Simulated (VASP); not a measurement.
Here is a VASP 6.6.1 calculation.

File INCAR:

```
SYSTEM = LiH
  PREC = Accurate
  ENCUT = 600
  EDIFF = 1E-6
  ISMEAR = 0
  SIGMA = 0.02
  LREAL = .FALSE.
  LASPH = .TRUE.
  NELM = 80
  ALGO = Normal
  ISIF = 3
  LWAVE = .FALSE.
  LCHARG = .FALSE.
  GGA = PE
  IBRION = 2
  NSW = 90
  EDIFFG = -0.02
```

Contents of KPOINTS:

```
Automatic mesh
0
G
  8 8 8
  0 0 0
```

The input POSCAR:

```
LiH
1.0
    0.0000000000      2.0367500000      2.0367500000
    2.0367500000      0.0000000000      2.0367500000
    2.0367500000      2.0367500000      0.0000000000
Li H
1 1
Direct
    0.0000000000      0.0000000000      0.0000000000
    0.5000000000      0.5000000000      0.5000000000
```

Potentials or basis: VASP PAW PBE potentials, release 64 (Li_sv, H).

Launch:

```sh
$ cat potpaw_PBE.64/Li_sv/POTCAR potpaw_PBE.64/H/POTCAR > POTCAR
$ mpirun -np 1 vasp_std > vasp.out
```

**Question.** Estimate the band gap on the k mesh.

**Answer.** 2.97 eV.

**Question.** What does it give for the relaxed volume?

**Answer.** 7.98 Å³/atom.

**Question.** Estimate the relaxed cell.

**Answer.** a = 2.826 Å, b = 2.826 Å, c = 2.826 Å, α = 60.00°, β = 60.00°, γ = 60.00°.

**Question.** What does it give for the space group after relaxing (to 0.1 Å)?

**Answer.** Fm-3m (No. 225).

The path:
```csv
step,energy change (eV),largest force (eV/Å),pressure (GPa),volume (Å³)
1,0.0000,0.0000,-1.85,16.90
2,-0.0024,0.0000,-1.42,16.66
3,-0.0055,0.0000,0.03,15.96
```

Caveat: the cutoff is under 1.25 times the usual one of these potentials, so pressure, stress and relaxed cells hold a basis-set (Pulay) error. A hybrid or GW would open this gap; PBE tends to underestimate it.
